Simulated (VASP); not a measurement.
# AlGa3N4 in VASP: further runs, part 2 of 2

VASP 6.6.1. The steps go on from the part before.

## Step 5: Single point, LDA

This run uses another cell than the first one, of 9.89 Å³/atom.

File INCAR:

```
PREC = Accurate ; ENCUT = 520
EDIFF = 1E-6 ; ISMEAR = 0
SIGMA = 0.05 ; LREAL = False
LASPH = True ; NELM = 60
ALGO = Normal ; ISIF = 2
LWAVE = False ; LCHARG = False
NBANDS = 41
```

File KPOINTS:

```
Automatic mesh
0
Gamma
  6 6 6
```

File POSCAR:

```
AlGa3N4
1.0
    4.2939496006     -0.0515716627     -0.0515716627
   -0.0515716627      4.2939496006     -0.0515716627
   -0.0515716627     -0.0515716627      4.2939496006
Al Ga N
1 3 4
Direct
    0.0000000000      0.0000000000      0.0000000000
    0.5000000000      0.5000000000      0.0000000000
    0.5000000000      0.0000000000      0.5000000000
    0.0000000000      0.5000000000      0.5000000000
    0.7548078379      0.7548078379      0.2451921621
    0.7548078379      0.2451921621      0.7548078379
    0.2451921621      0.7548078379      0.7548078379
    0.2451921621      0.2451921621      0.2451921621
```

Potentials or basis: VASP PAW LDA potentials, release 64 (Al, Ga_d, N).

Started as:

```sh
$ cat potpaw_LDA.64/Al/POTCAR potpaw_LDA.64/Ga_d/POTCAR potpaw_LDA.64/N/POTCAR > POTCAR
$ mpirun -np 1 vasp_std > vasp.out
```

OUTCAR:

```text
PREC = Accurate
   ENCUT = 520
   EDIFF = 1E-6
   ISMEAR = 0
   LREAL = False
   LASPH = True
   NELM = 60
   ISIF = 2

 ion  position               nearest neighbor table
   1  0.000  0.000  0.000-   8 1.78   7 1.84   6 1.84   5 1.84   3 3.00   4 3.00   2 3.00   4 3.00
                             3 3.00   2 3.00   4 3.07   3 3.07   2 3.07   3 3.07   4 3.07   2 3.07
   2  0.500  0.500  0.000-   5 1.83   8 1.89   7 1.89   6 1.89   1 3.00   1 3.00   1 3.07   1 3.07

   3  0.500  0.000  0.500-   6 1.83   8 1.89   7 1.89   5 1.89   1 3.00   1 3.00   1 3.07   1 3.07

   4  0.000  0.500  0.500-   7 1.83   8 1.89   5 1.89   6 1.89   1 3.00   1 3.00   1 3.07   1 3.07

   5  0.755  0.755  0.245-   2 1.83   1 1.84   3 1.89   4 1.89
   6  0.755  0.245  0.755-   3 1.83   1 1.84   2 1.89   4 1.89
   7  0.245  0.755  0.755-   4 1.83   1 1.84   3 1.89   2 1.89
   8  0.245  0.245  0.245-   1 1.78   2 1.89   3 1.89   4 1.89

  LATTYP: Found a trigonal (rhomboedric) cell.
 ALAT       =     4.2945689476
 COS(alpha) =    -0.0238694848

  Lattice vectors:

 A1 = (   4.2939496006,  -0.0515716627,  -0.0515716627)
[... 197 lines left out ...]
  band No.  band energies     occupation
      1     -10.0444      2.00000
      2      -8.3721      2.00000
      3      -8.3721      2.00000
      4      -8.2898      2.00000
      5      -6.8626      2.00000
      6      -6.8072      2.00000
[... 1045 lines left out ...]
     40      17.1558      0.00000
     41      17.5869      0.00000

 [... further k-points ...]

------------------------ aborting loop because EDIFF is reached ----------------------------------------

  FORCE on cell =-STRESS in cart. coord.  units (eV):
  Direction    XX          YY          ZZ          XY          YZ          ZX
  --------------------------------------------------------------------------------------
  -------------------------------------------------------------------------------------
  Total       12.2466470     12.2466470     12.2466470      3.5024247      3.5024247      3.5024247
  in kB      247.9399091    247.9399091    247.9399091     70.9084594     70.9084594     70.9084594
  external PRESSURE =     247.9399091 kB  Pullay stress =       0.0000000 kB

 VOLUME and BASIS-vectors are now :
 -----------------------------------------------------------------------------
  energy-cutoff  :      520.00
  volume of cell :       79.14
      direct lattice vectors                 reciprocal lattice vectors
     4.293949601 -0.051571663 -0.051571663     0.232953849  0.002831859  0.002831859
    -0.051571663  4.293949601 -0.051571663     0.002831859  0.232953849  0.002831859
    -0.051571663 -0.051571663  4.293949601     0.002831859  0.002831859  0.232953849

 POSITION                                       TOTAL-FORCE (eV/Angst)
 -----------------------------------------------------------------------------------
      0.00000      0.00000      0.00000        -0.409699     -0.409699     -0.409699
      2.12119      2.12119     -0.05157        -0.433485     -0.433485     -0.409403
      2.12119     -0.05157      2.12119        -0.433485     -0.409403     -0.433485
     -0.05157      2.12119      2.12119        -0.409403     -0.433485     -0.433485
      3.18954      3.18954      0.97499         0.469178      0.469178      0.349471
      3.18954      0.97499      3.18954         0.469178      0.349471      0.469178
      0.97499      3.18954      3.18954         0.349471      0.469178      0.469178
      1.02755      1.02755      1.02755         0.398245      0.398245      0.398245
 -----------------------------------------------------------------------------------
    total drift:                                0.000011      0.000011      0.000010

  FREE ENERGIE OF THE ION-ELECTRON SYSTEM (eV)
  ---------------------------------------------------
  free  energy   TOTEN  =       -57.5102042567 eV

  energy  without entropy=      -57.5102042566  energy(sigma->0) =      -57.51020426
```

OSZICAR:

```text
N       E                     dE             d eps       ncg     rms          rms(c)
DAV:   1     0.641380969661E+03    0.64138E+03   -0.28104E+04  3048   0.266E+03
DAV:   2     0.465685706189E+02   -0.59481E+03   -0.55236E+03  2792   0.650E+02
DAV:   3    -0.604405064910E+02   -0.10701E+03   -0.10417E+03  2928   0.196E+02
DAV:   4    -0.672493914540E+02   -0.68089E+01   -0.67502E+01  3521   0.528E+01
DAV:   5    -0.674350629868E+02   -0.18567E+00   -0.18541E+00  3222   0.846E+00    0.168E+01
DAV:   6    -0.574574275196E+02    0.99776E+01   -0.26876E+01  4934   0.679E+01    0.483E+00
DAV:   7    -0.576465867307E+02   -0.18916E+00   -0.49810E+00  3164   0.113E+01    0.405E+00
DAV:   8    -0.575539201894E+02    0.92667E-01   -0.66724E-01  4093   0.929E+00    0.116E+00
DAV:   9    -0.575091755698E+02    0.44745E-01   -0.19254E-01  4381   0.620E+00    0.361E-01
DAV:  10    -0.575101984265E+02   -0.10229E-02   -0.16430E-02  3126   0.803E-01    0.117E-01
DAV:  11    -0.575102336396E+02   -0.35213E-04   -0.18157E-03  4159   0.697E-01    0.402E-02
DAV:  12    -0.575102003524E+02    0.33287E-04   -0.38561E-04  4432   0.305E-01    0.147E-02
DAV:  13    -0.575102040676E+02   -0.37153E-05   -0.43964E-05  3384   0.434E-02    0.359E-03
DAV:  14    -0.575102042567E+02   -0.18901E-06   -0.37676E-06  2821   0.201E-02
   1 F= -.57510204E+02 E0= -.57510204E+02  d E =-.323274E-11
```

Run time: 2.2 min. Hardware: 1 thread of Intel Xeon 8259CL, shared host; peak memory 0.21 GiB.

What came out:

- Free energy: -57.5102 eV
- Pressure: 24.8 GPa
- Largest force: 0.750 eV/Å
- Band gap on the k mesh: 3.08 eV

Forces in eV/Å, atoms in the order of the input:
```
Al  -0.410 -0.410 -0.410
Ga  -0.433 -0.433 -0.409
Ga  -0.433 -0.409 -0.433
Ga  -0.409 -0.433 -0.433
N    0.469  0.469  0.349
N    0.469  0.349  0.469
N    0.349  0.469  0.469
N    0.398  0.398  0.398
```

Levels at points of the mesh, in eV from the valence-band top:
```
           k point  band 29  band 30  band 31  band 32  band 33  band 34
(0.00, 0.00, 0.00)    -0.16    -0.16     0.00     3.08     3.28     3.31
(0.50, 0.00, 0.00)    -1.69    -1.59    -1.32     5.22     5.30     6.26
(0.50, 0.50, 0.00)    -1.24    -1.09    -0.80     7.25     7.39     7.65
(0.50, 0.50, 0.50)    -0.83    -0.82    -0.82     5.47     5.81     5.81
```

Caveat: the cell stands under pressure.

## Step 6: The runs side by side

| cell | gap on the mesh (eV) | pressure (GPa) | largest force (eV/Å) |
| --- | --- | --- | --- |
| a = 4.515 Å, 8 atoms | 2.15 | -9.9 | 0.02 |
| a = 4.560 Å, 8 atoms | 1.95 | -14.3 | 0.02 |
| a = 4.295 Å, angles 88.6°, 8 atoms | 3.12 | 24.7 | 0.70 |
| a = 4.295 Å, angles 91.4°, 8 atoms | 3.08 | 24.8 | 0.75 |

Alike in all rows: task single point; level LDA; potentials or basis VASP PAW LDA potentials, release 64 (Al, Ga_d, N); no spin polarisation; k mesh 6 × 6 × 6; cutoff (eV) 520; smearing gaussian 0.05 eV.

Caveats: the cell stands under tension (at least some runs); the cell stands under pressure (at least some runs).

Absolute energies hang on the potentials; compare differences alone.
